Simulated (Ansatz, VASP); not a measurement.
# One calculation of MoH6, two programs

```
H Mo
1.0
     3.12375    0.00000    0.00000
    -1.56187    2.70524    0.00000
     0.00000    0.00000    4.54727
H Mo
6 1
Direct
  0.33333 0.66667 0.50000
  0.66667 0.33333 0.50000
  0.00000 0.00000 0.00000
  0.50000 0.00000 0.00000
  0.00000 0.50000 0.00000
  0.50000 0.50000 0.00000
  0.00000 0.00000 0.50000
```

Alike in both runs: functional PBE; k mesh 4 × 4 × 3; occupations gaussian, width 0.15 eV; no spin polarisation.

Ansatz relaxed the structure, and its values are those at the end. VASP's run is a single point on that final structure, the one shown.

|  | VASP | Ansatz |
| --- | --- | --- |
| version | VASP 6.6.1 | Ansatz 0.2.0 |
| potentials or method | VASP PAW PBE potentials, release 64 (H, Mo_sv), cutoff 500 eV | scalar-relativistic, plane waves, PAW |
| valence electrons in the cell | 20 | 20 |

```csv
,VASP,Ansatz,Ansatz less VASP
gap on the k mesh at the Fermi level (eV),none,none,-
pressure (GPa),-0.4,-0.2,+0.18
```

A gap of «none» marks a metal or a gap that the smearing closes. With one functional, cell and mesh, what is left measures potentials, basis and numerics.

The k mesh is coarse, so the values compare programs but aren't converged.
